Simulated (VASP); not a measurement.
# V (Im-3m) in VASP: notebook

Runs on V. Level: PBEsol. Tasks: single point.

Program: VASP 6.6.1. These are calculated values, not measurements. Logs are shortened: lines on timing, memory, paths and dates and some standing lists are left out, and cuts for length are marked.

## 1. The cell of the first run

The structure is cubic, space group Im-3m (No. 229). The conventional cell has a = 2.958 Å, b = 2.958 Å, c = 2.958 Å, α = 90.00°, β = 90.00°, γ = 90.00°. Within 3.4 Å of V (site symmetry m-3m) lie 14 V at 2.56 to 2.96 Å.

## 2. Single point, PBEsol, collinear spin, ferromagnetic start

INCAR

```
PREC = Accurate
ENCUT = 520
EDIFF = 1E-7
ISMEAR = 0
SIGMA = 0.05
LREAL = False
LASPH = True
NELM = 150
ALGO = Normal
ISIF = 2
LWAVE = False
LCHARG = False
ISPIN = 2
MAGMOM = 0.05
LORBIT = 11
LMAXMIX = 4
GGA = PS
NBANDS = 16
```

KPOINTS

```
regular mesh
0
Gamma
  20 20 20
```

POSCAR

```
V
1.0
   -1.4792009239      1.4792009239      1.4792009239
    1.4792009239     -1.4792009239      1.4792009239
    1.4792009239      1.4792009239     -1.4792009239
V
1
Direct
    0.0000000000      0.0000000000      0.0000000000
```

Potentials or basis: VASP PAW PBE potentials, release 64 (V_sv).

On the command line:

```sh
$ cat potpaw_PBE.64/V_sv/POTCAR > POTCAR
$ mpirun -np 1 vasp_std > vasp.out
```

OUTCAR:

```text
PREC = Accurate
   ENCUT = 520
   EDIFF = 1E-7
   ISMEAR = 0
   LREAL = False
   LASPH = True
   NELM = 150
   ISIF = 2
   ISPIN = 2
   LORBIT = 11
   GGA = PS

 ion  position               nearest neighbor table
   1  0.000  0.000  0.000-

  LATTYP: Found a body centered cubic cell.
 ALAT       =     2.9584018478

  Lattice vectors:

 A1 = (  -1.4792009239,   1.4792009239,   1.4792009239)
 A2 = (   1.4792009239,  -1.4792009239,   1.4792009239)
 A3 = (   1.4792009239,   1.4792009239,  -1.4792009239)

Analysis of symmetry for initial positions (statically):
=====================================================================
 Subroutine PRICEL returns:
 Original cell was already a primitive cell.

 Routine SETGRP: Setting up the symmetry group for a
 body centered cubic supercell.

 Subroutine GETGRP returns: Found 48 space group operations
 (whereof 48 operations were pure point group operations)
 out of a pool of 48 trial point group operations.

The static configuration has the point symmetry O_h .

Analysis of symmetry for dynamics (positions and initial velocities):
=====================================================================
 Subroutine PRICEL returns:
 Original cell was already a primitive cell.

 Routine SETGRP: Setting up the symmetry group for a
 body centered cubic supercell.

 Subroutine GETGRP returns: Found 48 space group operations
 (whereof 48 operations were pure point group operations)
 out of a pool of 48 trial point group operations.

The dynamic configuration has the point symmetry O_h .

Analysis of structural, dynamic, and magnetic symmetry:
=====================================================================
 Subroutine PRICEL returns:
 Original cell was already a primitive cell.

 Routine SETGRP: Setting up the symmetry group for a
 body centered cubic supercell.

 Subroutine GETGRP returns: Found 48 space group operations
 (whereof 48 operations were pure point group operations)
 out of a pool of 48 trial point group operations.

The overall configuration has the point symmetry O_h .

 Subroutine INISYM returns: Found 48 space group operations
 (whereof 48 operations are pure point group operations),
 and found     1 'primitive' translations

----------------------------------------------------------------------------------------

                                     Primitive cell

  volume of cell :      12.9462

  direct lattice vectors                    reciprocal lattice vectors
    -1.479200924  1.479200924  1.479200924     0.000000000  0.338020341  0.338020341
     1.479200924 -1.479200924  1.479200924     0.338020341  0.000000000  0.338020341
     1.479200924  1.479200924 -1.479200924     0.338020341  0.338020341  0.000000000

  length of vectors
     2.562051155  2.562051155  2.562051155     0.478032950  0.478032950  0.478032950

  position of ions in fractional coordinates (direct lattice)
     0.000000000  0.000000000  0.000000000

  ion indices of the primitive-cell ions
   primitive index   ion index
                 1           1

----------------------------------------------------------------------------------------

 KPOINTS: regular mesh

Automatic generation of k-mesh.
 Grid dimensions read from file:
 generate k-points for:   20   20   20

 Generating k-lattice:

  Cartesian coordinates                     Fractional coordinates (reciprocal lattice)
     0.000000000  0.016901017  0.016901017     0.050000000  0.000000000  0.000000000
     0.016901017  0.000000000  0.016901017     0.000000000  0.050000000  0.000000000
     0.016901017  0.016901017  0.000000000     0.000000000  0.000000000  0.050000000

  Length of vectors
     0.023901647  0.023901647  0.023901647

  Shift w.r.t. Gamma in fractional coordinates (k-lattice)
     0.000000000  0.000000000  0.000000000

 Subroutine IBZKPT returns following result:
 ===========================================

 Found    256 irreducible k-points:

 Following reciprocal coordinates:
            Coordinates               Weight
  0.000000  0.000000  0.000000      1.000000
  0.050000  0.000000  0.000000     12.000000
  0.100000  0.000000  0.000000     12.000000
  0.150000  0.000000  0.000000     12.000000
  0.200000  0.000000  0.000000     12.000000
  0.250000  0.000000  0.000000     12.000000
[... 16 lines left out ...]
  0.200000  0.100000  0.000000     48.000000
  0.250000  0.100000  0.000000     48.000000
 [... further k-points ...]
   k-points           NKPTS =    256   k-points in BZ     NKDIM =    256   number of bands    NBANDS=     16
   number of dos      NEDOS =    301   number of ions     NIONS =      1
   total plane-waves  NPLWV =   8000
   dimension x,y,z NGX =    20 NGY =   20 NGZ =   20
   dimension x,y,z NGXF=    40 NGYF=   40 NGZF=   40
   ions per type =               1
   NGX,Y,Z   is equivalent  to a cutoff of  12.98, 12.98, 12.98 a.u.
   NGXF,Y,Z  is equivalent  to a cutoff of  25.96, 25.96, 25.96 a.u.
 SYSTEM =  unknown system
   PREC   = accura    normal or accurate (medium, high low for compatibility)
   ISTART =      0    job   : 0-new  1-cont  2-samecut
   ICHARG =      2    charge: 1-file 2-atom 10-const
   ISPIN  =      2    spin polarized calculation?
   LNONCOLLINEAR =      F non collinear calculations
   LSORBIT =      F    spin-orbit coupling
   LASPH  =      T    aspherical Exc in radial PAW
   ENCUT  =  520.0 eV  38.22 Ry    6.18 a.u.   4.76  4.76  4.76*2*pi/ulx,y,z
   NELM   =    150;   NELMIN=  2; NELMDL= -5     # of ELM steps
   EDIFF  = 0.1E-06   stopping-criterion for ELM
   LREAL  =      F    real-space projection
   EDIFFG = 0.1E-05   stopping-criterion for IOM
   NSW    =      0    number of steps for IOM
   IBRION =     -1    ionic relax: 0-MD 1-quasi-New 2-CG
   NFREE  =      0    steps in history (QN), initial steepest desc. (CG)
   ISIF   =      2    stress and relaxation
   ISYM   =      2    0-nonsym 1-usesym 2-fastsym
   POTIM  = 0.5000    time-step for ionic-motion
   TEBEG  =    0.0;   TEEND  =   0.0 temperature during run
   PSTRESS=    0.0 pullay stress
   NELECT =      13.0000    total number of electrons
   NUPDOWN=      -1.0000    fix difference up-down
   EMIN   =  10.00;   EMAX   =-10.00  energy-range for DOS
   EFERMI =   0.00;   METHOD = LEGACY
   ISMEAR =     0;   SIGMA  =   0.05  broadening in eV -4-tet -1-fermi 0-gaus
   EFERMI_NEDOS =   21; number of points for ismear=-14 and -15
   IALGO  =     38    algorithm
   IMIX   =      4    mixing-type and parameters
     AMIX     =   0.40;   BMIX     =  1.00
     AMIX_MAG =   1.60;   BMIX_MAG =  1.00
  volume/ion in A,a.u.               =      12.95        87.37
  Fermi-wavevector in a.u.,A,eV,Ry     =   1.639364  3.097949 36.565861  2.687515
  Thomas-Fermi vector in A             =   2.730182
   LORBIT       =     11    0 simple, 1 ext, 2 COOP (PROOUT), +10 PAW based schemes
   GGA     = PS    functional components
   LHFCALC =     F    Hartree Fock is set to
   AEXX    =    0.0000 exact exchange contribution
   IVDW    =     0    specifies the selected vdW correction
   LEPSILON=     F    determine dielectric tensor
   LRPA    =     F    only Hartree local field effects (RPA)
 spin polarized calculation
 Gauss-broadening in eV      SIGMA  =   0.05
  energy-cutoff  :      520.00
  volume of cell :       12.95
 maximum number of plane-waves:       370
   NGX =  9   NGY =  9   NGZ =  9

 number of electron      13.0000002 magnetization       0.0003593

 number of electron      13.0000002 magnetization      -0.0000041

 Free energy of the ion-electron system (eV)
  ---------------------------------------------------
  ext. energy  EPLUGINS =         0.00000000
  ---------------------------------------------------
  free energy    TOTEN  =        -9.63586271 eV

  energy without entropy =       -9.63347909  energy(sigma->0) =       -9.63467090

 E-fermi :  10.0492     XC(G=0): -13.2779

 val. band max:       10.0441220563   @ k =  -0.2000   0.2500   0.0500
 cond. band min:      10.0542511473   @ k =   0.3000   0.0000   0.0000
 fundamental gap:      0.0101290911
 Fermi energy:        10.0492279122

 spin component 1

 k-point     1 :       0.0000    0.0000    0.0000
  band No.  band energies     occupation
      1     -53.3731      1.00000
      2     -26.7047      1.00000
      3     -26.7047      1.00000
      4     -26.7047      1.00000
      5       3.3815      1.00000
      6      10.4786      0.00000
[... 8 lines left out ...]
     15      38.2878      0.00000
     16      42.8195      0.00000

 k-point     2 :       0.0500    0.0000    0.0000
  band No.  band energies     occupation
      1     -53.3674      1.00000
      2     -26.7312      1.00000
      3     -26.7127      1.00000
      4     -26.7049      1.00000
      5       3.4869      1.00000
      6      10.4323      0.00000
[... 8 lines left out ...]
     15      38.4774      0.00000
     16      41.5525      0.00000
[... 387 lines left out ...]
      5       5.8411      1.00000
      6       9.5922      1.00000
[... 8 lines left out ...]
     15      37.5616      0.00000
     16      39.4373      0.00000

 k-point    24 :       0.2500    0.1000    0.0000
  band No.  band energies     occupation
      1     -53.2104      1.00000
      2     -27.4010      1.00000
      3     -26.9271      1.00000
      4     -26.7449      1.00000
      5       6.4441      1.00000
      6       9.3520      1.00000
[... 8 lines left out ...]
     15      38.1478      0.00000
     16      39.2725      0.00000

 [... further k-points ...]

 spin component 2

 k-point     1 :       0.0000    0.0000    0.0000
  band No.  band energies     occupation
      1     -53.3731      1.00000
      2     -26.7047      1.00000
      3     -26.7047      1.00000
      4     -26.7047      1.00000
      5       3.3815      1.00000
      6      10.4786      0.00000
[... 8 lines left out ...]
     15      38.2878      0.00000
     16      42.8195      0.00000

 k-point     2 :       0.0500    0.0000    0.0000
  band No.  band energies     occupation
      1     -53.3674      1.00000
      2     -26.7312      1.00000
      3     -26.7127      1.00000
      4     -26.7049      1.00000
      5       3.4870      1.00000
      6      10.4323      0.00000
[... 8 lines left out ...]
     15      38.4774      0.00000
     16      41.5526      0.00000
[... 387 lines left out ...]
      5       5.8411      1.00000
      6       9.5922      1.00000
[... 8 lines left out ...]
     15      37.5616      0.00000
     16      39.4373      0.00000

 k-point    24 :       0.2500    0.1000    0.0000
  band No.  band energies     occupation
      1     -53.2104      1.00000
      2     -27.4010      1.00000
      3     -26.9271      1.00000
      4     -26.7448      1.00000
      5       6.4441      1.00000
      6       9.3520      1.00000
[... 8 lines left out ...]
     15      38.1478      0.00000
     16      39.2725      0.00000

 [... further k-points ...]
[... 5 lines left out ...]
  --------------------------------------------------------------------------------------
  -------------------------------------------------------------------------------------
  Total        0.0227749      0.0227749      0.0227749      0.0000000      0.0000000      0.0000000
  in kB        2.8185495      2.8185495      2.8185495      0.0000000      0.0000000      0.0000000
  external PRESSURE =       2.8185495 kB  Pullay stress =       0.0000000 kB

 VOLUME and BASIS-vectors are now :
 -----------------------------------------------------------------------------
  energy-cutoff  :      520.00
  volume of cell :       12.95
      direct lattice vectors                 reciprocal lattice vectors
    -1.479200924  1.479200924  1.479200924     0.000000000  0.338020341  0.338020341
     1.479200924 -1.479200924  1.479200924     0.338020341  0.000000000  0.338020341
     1.479200924  1.479200924 -1.479200924     0.338020341  0.338020341  0.000000000

 POSITION                                       TOTAL-FORCE (eV/Angst)
 -----------------------------------------------------------------------------------
      0.00000      0.00000      0.00000        -0.000000      0.000000     -0.000000
 -----------------------------------------------------------------------------------
    total drift:                                0.000000     -0.000000      0.000000

  FREE ENERGIE OF THE ION-ELECTRON SYSTEM (eV)
  ---------------------------------------------------
  free  energy   TOTEN  =        -9.6358627080 eV

  energy  without entropy=       -9.6334790926  energy(sigma->0) =       -9.63467090

 total charge

# of ion       s       p       d       tot
------------------------------------------
    1        2.355   6.237   3.136  11.728

 magnetization (x)

# of ion       s       p       d       tot
------------------------------------------
    1       -0.000  -0.000  -0.000  -0.000
```

Wall time 41 s (1 thread of Intel Xeon 6975P-C (Granite Rapids), shared host); peak memory 0.19 GiB.

Results:

```
Free energy                                           : -9.6359 eV
Pressure                                              : 0.3 GPa
Net moment                                            : 0.00 μB per cell
Valence electrons inside the program's atomic spheres : V 11.73
```

Caveat: the PAW data sets were made with another functional, which shifts forces and pressure a little.

[end of part 1 of 2]
